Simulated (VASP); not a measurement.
Wanted: the native input for a VASP 6.6.1 run.

```yaml
Task: single point
Functional: r2SCAN
Potentials_or_basis: VASP PAW PBE potentials, release 64 (Na_sv, F)
Cutoff: 1250 eV
k_mesh: 10 × 10 × 10
Occupations: gaussian, width 0.01 eV
Spin: no spin polarisation
Dipole_correction: no
Further_INCAR_settings: ALGO = Normal; EDIFF = 1e-06; NBANDS = 15
```

Crystal: NaF.

```
Na F
1.0
     0.00000    2.39273    2.39273
     2.39273    0.00000    2.39273
     2.39273    2.39273    0.00000
Na F
1 1
Direct
  0.00000 0.00000 0.00000
  0.50000 0.50000 0.50000
```

This cell differs from its parent crystal: strain +4.2%.

These files were run (other wordings do the same):

POSCAR

```
NaF
1.0
    0.0000000000      2.3927302806      2.3927302806
    2.3927302806      0.0000000000      2.3927302806
    2.3927302806      2.3927302806      0.0000000000
Na F
1 1
Direct
    0.0000000000      0.0000000000      0.0000000000
    0.5000000000      0.5000000000      0.5000000000
```

INCAR.step1

```
ALGO = Normal
EDIFF = 1E-5
ENCUT = 1250
GGA = PE
GGA_COMPAT = F
ISMEAR = 0
LASPH = T
LCHARG = F
LREAL = F
LWAVE = T
NBANDS = 15
NELM = 120
PREC = Accurate
SIGMA = 0.01
```

INCAR.step2

```
ALGO = Normal
EDIFF = 1E-6
ENCUT = 1250
GGA_COMPAT = F
ISIF = 2
ISMEAR = 0
ISTART = 1
LASPH = T
LCHARG = F
LMIXTAU = T
LREAL = F
LWAVE = F
METAGGA = R2SCAN
NBANDS = 15
NELM = 120
PREC = Accurate
SIGMA = 0.01
```

KPOINTS

```
k-points
0
Gamma
  10 10 10
```

Potentials or basis: VASP PAW PBE potentials, release 64 (Na_sv, F).

Launch:

```console
$ cat potpaw_PBE.64/Na_sv/POTCAR potpaw_PBE.64/F/POTCAR > POTCAR
$ cp INCAR.step1 INCAR
$ mpirun -np 1 vasp_std > vasp.out
$ cp INCAR.step2 INCAR
$ mpirun -np 1 vasp_std > vasp.out
```

Results of the run:

```yaml
Pressure: -5.0 GPa
Band_gap_on_the_k_mesh: 6.62 eV
```

Caveat: the cell differs from its parent crystal (strain +4.2%); the cell stands under tension; the PAW data sets were made with another functional, which shifts forces and pressure a little.

Run time: 91 s on 1 thread of Intel(R) Xeon(R) 6975P-C (Granite Rapids) (shared host), peak memory 0.27 GiB.
